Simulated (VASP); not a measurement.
Write the native input for VASP 6.6.1 that does the following.

```yaml
Task: single point
Functional: PBE
Potentials_or_basis: VASP PAW PBE potentials, release 64 (Ga_d, O)
Cutoff: 520 eV
k_mesh: 5 × 5 × 3
Occupations: fermi-dirac, width 0.05 eV
Spin: no spin polarisation
Dipole_correction: no
Further_INCAR_settings: ALGO = Normal; EDIFF = 1e-06; NBANDS = 55
```

The structure of Ga2O3 lies in POSCAR:

```
Ga2O3
1.0
    6.1070000000     -1.5185500000      0.0000000000
    6.1070000000      1.5185500000      0.0000000000
   -1.3859888959      0.0000000000      5.6300087380
Ga O
4 6
Direct
    0.3413400000      0.3413400000      0.6859800000
    0.6586600000      0.6586600000      0.3140200000
    0.9095000000      0.9095000000      0.2054000000
    0.0905000000      0.0905000000      0.7946000000
    0.5041000000      0.5041000000      0.7434000000
    0.4959000000      0.4959000000      0.2566000000
    0.8267000000      0.8267000000      0.4368000000
    0.1733000000      0.1733000000      0.5632000000
    0.8355000000      0.8355000000      0.8902000000
    0.1645000000      0.1645000000      0.1098000000
```

One way to write it, as run:

INCAR

```
ALGO     = Normal         # electronic algorithm
EDIFF    = 1E-6           # SCF threshold, eV
ENCUT    = 520            # plane-wave cutoff, eV
GGA      = PE             # functional
ISIF     = 2              # what is computed and relaxed
ISMEAR   = -1             # smearing method
LASPH    = True           # aspherical terms in the spheres
LCHARG   = False          # write CHGCAR
LREAL    = False          # projectors in reciprocal space
LWAVE    = False          # write WAVECAR
NBANDS   = 55             # bands
NELM     = 60             # most SCF steps
PREC     = Accurate       # precision mode
SIGMA    = 0.05           # smearing width, eV
```

KPOINTS

```
k-points
0
Gamma
  5 5 3
```

Potentials or basis: VASP PAW PBE potentials, release 64 (Ga_d, O).

The run is started by

```sh
$ cat potpaw_PBE.64/Ga_d/POTCAR potpaw_PBE.64/O/POTCAR > POTCAR
$ mpirun -np 1 vasp_std > vasp.out
```

It gave:

* Pressure: 10.1 GPa
* Largest force: 0.245 eV/Å
* Band gap on the k mesh: 2.44 eV, direct

Caveat: the k points lie up to 0.43 Å⁻¹ apart.

Wall time 2.7 min on 1 thread of Intel(R) Xeon(R) Platinum 8488C (Sapphire Rapids), on a shared host, peak memory 0.36 GiB.
